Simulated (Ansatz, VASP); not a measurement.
## Al in VASP and in Ansatz

```
CELL_PARAMETERS angstrom
2.83258 0.00000 0.00000
-1.41629 2.45309 0.00000
0.00000 0.00000 8.75806
ATOMIC_POSITIONS crystal
Al 0.00000 0.00000 0.00000
Al 0.33333 0.66667 0.25000
Al 0.00000 0.00000 0.50000
Al 0.66667 0.33333 0.75000
```

Alike in both runs: task single point; functional PBE; dispersion D3(BJ); k mesh 18 × 18 × 6; occupations gaussian, width 0.15 eV; no spin polarisation.

|  | VASP | Ansatz |
| --- | --- | --- |
| version | VASP 6.6.1 | Ansatz 0.2.0 |
| potentials or method | VASP PAW PBE potentials, release 64 (Al), cutoff 520 eV | scalar-relativistic, plane waves, PAW |
| valence electrons in the cell | 12 | 12 |

|  | VASP | Ansatz | Ansatz less VASP |
| --- | --- | --- | --- |
| gap on the k mesh at the Fermi level (eV) | none | none | - |
| pressure (GPa) | 4.2 | 4.2 | 0.00 |
| traceless stress, the component that is largest in VASP (GPa) | 3.87 | 3.87 | -0.002 |

A gap of «none» marks a metal or a gap that the smearing closes.
